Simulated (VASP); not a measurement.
Crystal: HfB.

```
Hf B
1.0
     3.42231    0.00000    0.00000
    -1.71115    2.96380    0.00000
     0.00000    0.00000   13.91917
Hf B
5 5
Direct
  0.00000 0.00000 0.00000
  0.33333 0.66667 0.20000
  0.00000 0.00000 0.40000
  0.66667 0.33333 0.60000
  0.33333 0.66667 0.80000
  0.66667 0.33333 0.10000
  0.66667 0.33333 0.30000
  0.33333 0.66667 0.50000
  0.00000 0.00000 0.70000
  0.66667 0.33333 0.90000
```

| Property | Result |
| --- | --- |
| Program | VASP 6.6.1 |
| Task | relaxation of cell and atoms |
| Functional | PBE |
| Potentials or basis | VASP PAW PBE potentials, release 64 (Hf_pv, B) |
| Cutoff | 600 eV |
| k mesh | 12 × 12 × 3 |
| Occupations | gaussian, width 0.1 eV |
| Spin | no spin polarisation |

At the start: pressure -0.1 GPa; volume 14.12 Å³/atom.

Where does the relaxation end?

Over 13 steps the energy falls by 9.5 meV/atom; space group P-3m1 (No. 164, to 0.1 Å) before and after.

Step by step:
| step | energy change (eV) | largest force (eV/Å) | pressure (GPa) | volume (Å³) |
| --- | --- | --- | --- | --- |
| 1 | 0.0000 | 0.3051 | -0.14 | 141.18 |
| 2 | -0.0518 | 0.2328 | 0.22 | 140.92 |
| 3 | -0.0747 | 0.2981 | 0.78 | 140.54 |
| 4 | -0.0823 | 0.1590 | -1.27 | 142.21 |
| 5 | -0.0830 | 0.1899 | -0.82 | 141.83 |
| 6 | -0.0914 | 0.0994 | -0.23 | 141.35 |
| 7 | -0.0922 | 0.1198 | 0.03 | 141.15 |
| 8 | -0.0943 | 0.0428 | 0.10 | 141.11 |
| 9 | -0.0947 | 0.0432 | 0.15 | 141.07 |
| 10 | -0.0947 | 0.0417 | 0.15 | 141.08 |
| 11 | -0.0948 | 0.0203 | -0.25 | 141.40 |
| 12 | -0.0949 | 0.0280 | -0.12 | 141.29 |
| 13 | -0.0951 | 0.0077 | 0.00 | 141.20 |

Final structure:
```yaml
crystal:
  lattice:
    - [3.47296, 0.00000, 0.00000]
    - [-1.73648, 3.00767, 0.00000]
    - [0.00000, 0.00000, 13.51745]
  atoms:
    - { symbol: Hf, position: [0.00000, 0.00000, 0.00302] }
    - { symbol: Hf, position: [0.33333, 0.66667, 0.19698] }
    - { symbol: Hf, position: [0.00000, 0.00000, 0.39639] }
    - { symbol: Hf, position: [0.66667, 0.33333, 0.60000] }
    - { symbol: Hf, position: [0.33333, 0.66667, 0.80361] }
    - { symbol: B, position: [0.66667, 0.33333, 0.10000] }
    - { symbol: B, position: [0.66667, 0.33333, 0.29450] }
    - { symbol: B, position: [0.33333, 0.66667, 0.49732] }
    - { symbol: B, position: [0.00000, 0.00000, 0.70268] }
    - { symbol: B, position: [0.66667, 0.33333, 0.90550] }
```

Caveat: an odd number of electrons without spin polarisation forces a metal; a magnetic or distorted state may lie lower.
